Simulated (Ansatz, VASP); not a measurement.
**Two plane-wave programs on CdTe**

The input INCAR:

```
  PREC = Accurate
  ENCUT = 500
  EDIFF = 1E-6
  ISMEAR = 0
  SIGMA = 0.01
  LREAL = F
  LASPH = T
  NELM = 120
  ALGO = Normal
  ISIF = 2
  LWAVE = F
  LCHARG = F
  GGA = PE
  NBANDS = 16
  GGA_COMPAT = F
```

Contents of KPOINTS:

```
regular mesh
0
Gamma
  5 5 5
```

The input POSCAR:

```
CdTe
1.0
    0.0000000000      3.1616838793      3.1616838793
    3.1616838793      0.0000000000      3.1616838793
    3.1616838793      3.1616838793      0.0000000000
Cd Te
1 1
Direct
    0.0000000000      0.0000000000      0.0000000000
    0.2500000000      0.2500000000      0.2500000000
```

Input for Ansatz:

```yaml
crystal:
  lattice:
    - [0.0, 3.1616838792916626, 3.1616838792916626]
    - [3.1616838792916626, 0.0, 3.1616838792916626]
    - [3.1616838792916626, 3.1616838792916626, 0.0]
  atoms:
    - { symbol: Cd, position: [0.0, 0.0, 0.0] }
    - { symbol: Te, position: [0.25, 0.25, 0.25] }
kpoints:
  mp_grid:
    grid: [5, 5, 5]
hamiltonian:
  xc: pbe
  pseudopotentials:
    kind: nc
scf:
  max_iter: 150
  occupations:
    method: fixed
output:
  stress: true
```

Alike in both runs: task single point; functional PBE; k mesh 5 × 5 × 5; no spin polarisation.

|  | VASP | Ansatz |
| --- | --- | --- |
| version | VASP 6.6.1 | Ansatz 0.2.0 |
| potentials or method | VASP PAW PBE potentials, release 64 (Cd, Te) | plane waves, norm-conserving potentials |
| plane-wave cutoff (eV) | 500 | 1120 |
| occupations | gaussian, width 0.01 eV | fixed |
| valence electrons in the cell | 18 | 36 |

|  | VASP | Ansatz | Ansatz less VASP |
| --- | --- | --- | --- |
| pressure (GPa) | 6.9 | 6.8 | -0.15 |

VASP's potentials hold 18 valence electrons a cell and Ansatz's 36, so a difference there can come from the potentials and not from the codes.

Spin-orbit coupling is off throughout.
